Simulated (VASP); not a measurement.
Write the native input for VASP 6.6.1 that does the following.

```
Task                   : single point
Functional             : LDA
Potentials or basis    : VASP PAW LDA potentials, release 64 (Sn_d, O)
Cutoff                 : 520 eV
k mesh                 : 6 × 6 × 6
Occupations            : gaussian, width 0.05 eV
Spin                   : no spin polarisation
Dipole correction      : no
Further INCAR settings : ALGO = Normal; EDIFF = 1e-06; NBANDS = 64
```

The structure of SnO2 lies in POSCAR:

```
SnO2
1.0
    3.1095970151      1.7953266738      4.3424485783
   -3.1095970151      1.7953266738      4.3424485783
    0.0000000000     -3.5906533475      4.3424485784
Sn O
4 8
Direct
    0.8645353782      0.8645353782      0.8645353782
    0.3648691645      0.3648691645      0.8648751974
    0.3648691645      0.8648751974      0.3648691645
    0.8648751974      0.3648691645      0.3648691645
    0.1199116729      0.6196051221      0.6196051221
    0.6196051221      0.1199116729      0.6196051221
    0.6196051221      0.6196051221      0.1199116729
    0.6099370359      0.6099370359      0.6099370359
    0.1198492242      0.1198492242      0.1198492242
    0.1096932183      0.1096932183      0.6100024814
    0.1096932183      0.6100024814      0.1096932183
    0.6100024814      0.1096932183      0.1096932183
```

One way to write it, as run:

INCAR

```
SYSTEM = SnO2
  PREC = Accurate
  ENCUT = 520
  EDIFF = 1E-6
  ISMEAR = 0
  SIGMA = 0.05
  LREAL = .False.
  LASPH = .True.
  NELM = 100
  ALGO = Normal
  ISIF = 2
  LWAVE = .False.
  LCHARG = .False.
  GGA = CA
  NBANDS = 64
```

KPOINTS

```
Automatic mesh
0
Gamma
  6 6 6
  0 0 0
```

Potentials or basis: VASP PAW LDA potentials, release 64 (Sn_d, O).

Launch:

```console
$ cat potpaw_LDA.64/Sn_d/POTCAR potpaw_LDA.64/O/POTCAR > POTCAR
$ mpirun -np 1 vasp_std > vasp.out
```

Results of the run:

```json
{"Pressure": "8.0 GPa", "Largest force": "0.029 eV/Å", "Band gap on the k mesh": "2.22 eV"}
```

Caveat: the cell stands under pressure; spin-orbit coupling is left out, which moves the levels of the heavy elements.

It took 8.7 min on 1 thread of Intel Xeon 8259CL, on a shared host, peak memory 0.35 GiB.
